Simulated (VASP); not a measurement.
# BN (Qingsongite) (I-4m2) in VASP: further runs, part 2 of 2

VASP 6.6.1. The steps go on from the part before.

## Step 3: Relaxation of the atoms, PBE (z stretched by -1 %)

File INCAR:

```
PREC = Accurate
ENCUT = 520
EDIFF = 1E-6
ISMEAR = -1
SIGMA = 0.02
LREAL = False
LASPH = True
NELM = 60
ALGO = Normal
ISIF = 2
LWAVE = False
LCHARG = False
GGA = PE
IBRION = 2
NSW = 80
EDIFFG = -0.02
```

File KPOINTS:

```
Automatic mesh
0
Gamma
  14 14 14
```

File POSCAR:

```
BN
1.0
    0.0000000000      1.8075000000      1.7894250000
    1.8075000000      0.0000000000      1.7894250000
    1.8075000000      1.8075000000      0.0000000000
B N
1 1
Direct
    0.0000000000      0.0000000000      0.0000000000
    0.2500000000      0.2500000000      0.2500000000
```

Potentials or basis: VASP PAW PBE potentials, release 64 (B, N).

Run with:

```console
cat potpaw_PBE.64/B/POTCAR potpaw_PBE.64/N/POTCAR > POTCAR
mpirun -np 1 vasp_std > vasp.out
```

Run time: 13 s. Hardware: 1 thread of Intel Xeon Platinum 8488C (Sapphire Rapids), shared host; peak memory 0.14 GiB.

Results (log left out):

```
Free energy             : -17.4442 eV
Pressure after relaxing : 7.2 GPa
Band gap on the k mesh  : 4.29 eV, indirect (least direct gap 8.76 eV)
```

Stress tensor (GPa, compression positive):
```
 5.19  0.00  0.00
 0.00  5.19  0.00
 0.00  0.00 11.35
```

Final structure:
```
B N
1.0
     0.00000    1.80750    1.78943
     1.80750    0.00000    1.78943
     1.80750    1.80750    0.00000
B N
1 1
Cartesian
  0.0000 0.0000 0.0000
  0.9038 0.9038 0.8947
```

Levels at points of the mesh, in eV from the valence-band top:
```tsv
k point	band 1	band 2	band 3	band 4	band 5	band 6	band 7	band 8
(0.00, 0.00, 0.00)	-20.41	-0.10	-0.10	0.00	8.76	8.83	8.83	10.45
(0.50, 0.00, 0.00)	-16.15	-10.85	-2.10	-1.95	10.16	10.64	10.81	15.30
(0.50, 0.50, 0.00)	-14.69	-8.95	-5.11	-5.11	4.29	9.06	18.02	18.02
(0.50, 0.00, 0.50)	-14.80	-9.10	-4.97	-4.97	4.46	9.30	17.92	18.07
```

Caveat: the cell differs from its parent crystal (z stretched by -1 %); the relaxation stopped at its first step, so nothing moved. A k mesh can miss the band edges.

## Step 4: Relaxation of the atoms, PBE (z stretched by +1 %)

INCAR: that of step 3 with these lines changed.

```diff
@@ -2,3 +2,3 @@
 ENCUT = 520
-EDIFF = 1E-6
+EDIFF = 1E-7
 ISMEAR = -1
@@ -7,3 +7,3 @@
 LASPH = True
-NELM = 60
+NELM = 80
 ALGO = Normal
```

File KPOINTS:

```
regular mesh
0
Gamma
  14 14 14
```

File POSCAR:

```
BN
1.0
    0.0000000000      1.8075000000      1.8255750000
    1.8075000000      0.0000000000      1.8255750000
    1.8075000000      1.8075000000      0.0000000000
B N
1 1
Direct
    0.0000000000      0.0000000000      0.0000000000
    0.2500000000      0.2500000000      0.2500000000
```

Potentials or basis: VASP PAW PBE potentials, release 64 (B, N).

Run with:

```console
cat potpaw_PBE.64/B/POTCAR potpaw_PBE.64/N/POTCAR > POTCAR
mpirun -np 1 vasp_std > vasp.out
```

OUTCAR:

```text
PREC = Accurate
   ENCUT = 520
   EDIFF = 1E-7
   ISMEAR = -1
   LREAL = False
   LASPH = True
   NELM = 80
   ISIF = 2
   GGA = PE
   IBRION = 2
   NSW = 80
   EDIFFG = -0.02

 ion  position               nearest neighbor table
   1  0.000  0.000  0.000-   2 1.57   2 1.57   2 1.57   2 1.57
   2  0.250  0.250  0.250-   1 1.57   1 1.57   1 1.57   1 1.57

  LATTYP: Found a body centered tetragonal cell.
 ALAT       =     2.5561910140
 C/A-ratio  =     1.4283556980

  Lattice vectors:

 A1 = (  -1.8075000000,   0.0000000000,   1.8255750000)
 A2 = (   1.8075000000,   0.0000000000,   1.8255750000)
 A3 = (   0.0000000000,   1.8075000000,  -1.8255750000)

Analysis of symmetry for initial positions (statically):
=====================================================================
 Subroutine PRICEL returns:
 Original cell was already a primitive cell.

 Routine SETGRP: Setting up the symmetry group for a
 body centered tetragonal supercell.

 Subroutine GETGRP returns: Found  8 space group operations
 (whereof  8 operations were pure point group operations)
[... 161 lines left out ...]

  energy without entropy =      -17.44951357  energy(sigma->0) =      -17.44951357

 E-fermi :   7.6804     XC(G=0): -12.7731

 val. band max:        7.3141740425   @ k =   0.0000   0.0000   0.0000
 cond. band min:      11.6737197486   @ k =   0.5000   0.0000   0.5000
 fundamental gap:      4.3595457061
 Fermi energy:         7.6804022146

 k-point     1 :       0.0000    0.0000    0.0000
  band No.  band energies     occupation
      1     -12.8369      2.00000
      2       7.2149      2.00000
      3       7.3142      2.00000
      4       7.3142      2.00000
      5      16.0309      0.00000
      6      16.0309      0.00000
      7      16.1016      0.00000
      8      17.4683      0.00000
[... 243 lines left out ...]
 k-point    24 :       0.2857    0.1429    0.0000
  band No.  band energies     occupation
      1     -11.1040      2.00000
      2       2.2919      2.00000
      3       5.0227      2.00000
      4       5.3870      2.00000
      5      15.5525      0.00000
      6      18.7826      0.00000
      7      19.3524      0.00000
      8      20.0358      0.00000

 [... further k-points ...]
[... 5 lines left out ...]
  --------------------------------------------------------------------------------------
  -------------------------------------------------------------------------------------
  Total        0.1166819      0.1166819     -0.3411372      0.0000000      0.0000000      0.0000000
  in kB       15.6721213     15.6721213    -45.8198161      0.0000000      0.0000000      0.0000000
  external PRESSURE =      -4.8251912 kB  Pullay stress =       0.0000000 kB

 VOLUME and BASIS-vectors are now :
 -----------------------------------------------------------------------------
  energy-cutoff  :      520.00
  volume of cell :       11.93
      direct lattice vectors                 reciprocal lattice vectors
     0.000000000  1.807500000  1.825575000    -0.276625173  0.276625173  0.273886310
     1.807500000  0.000000000  1.825575000     0.276625173 -0.276625173  0.273886310
     1.807500000  1.807500000  0.000000000     0.276625173  0.276625173 -0.273886310

 POSITION                                       TOTAL-FORCE (eV/Angst)
 -----------------------------------------------------------------------------------
      0.00000      0.00000      0.00000        -0.000000     -0.000000     -0.000000
      0.90375      0.90375      0.91279         0.000000      0.000000      0.000000
 -----------------------------------------------------------------------------------
    total drift:                               -0.000000     -0.000000      0.000000

  FREE ENERGIE OF THE ION-ELECTRON SYSTEM (eV)
  ---------------------------------------------------
  free  energy   TOTEN  =       -17.4495135652 eV

  energy  without entropy=      -17.4495135652  energy(sigma->0) =      -17.44951357

 reached required accuracy - stopping structural energy minimisation
```

Run time: 15 s. Hardware: 1 thread of Intel Xeon Platinum 8488C (Sapphire Rapids), shared host; peak memory 0.14 GiB.

What came out:

- Free energy: -17.4495 eV
- Pressure after relaxing: -0.5 GPa
- Band gap on the k mesh: 4.36 eV, indirect (least direct gap 8.72 eV)

Stress tensor (GPa, compression positive):
```
 1.57  0.00  0.00
 0.00  1.57  0.00
 0.00  0.00 -4.58
```

Final structure:
```
B N
1.0
     0.00000    1.80750    1.82557
     1.80750    0.00000    1.82557
     1.80750    1.80750    0.00000
B N
1 1
Direct
  0.00000 0.00000 0.00000
  0.25000 0.25000 0.25000
```

Caveat: the cell differs from its parent crystal (z stretched by +1 %); the relaxation stopped at its first step, so nothing moved. A k mesh can miss the band edges.

## Step 5: Summary

```tsv
cell	gap on the mesh (eV)	pressure (GPa)
atoms relaxed from a = 2.531, b = 2.531, c = 2.556 Å, angles 59.7, 59.7, 60.7°, 2 atoms	4.12	11.4
atoms relaxed from a = 2.543, b = 2.543, c = 2.556 Å, angles 59.8, 59.8, 60.3°, 2 atoms	4.29	7.2
atoms relaxed from a = 2.569, b = 2.569, c = 2.556 Å, angles 60.2, 60.2, 59.7°, 2 atoms	4.36	-0.5
```

Alike in all rows: task relaxation of the atoms; level PBE; potentials or basis VASP PAW PBE potentials, release 64 (B, N); no spin polarisation; k mesh 14 × 14 × 14; cutoff (eV) 520; smearing fermi-dirac 0.02 eV.

Caveats: the relaxation stopped at its first step, so nothing moved.

Absolute energies hang on the potentials; compare differences alone.
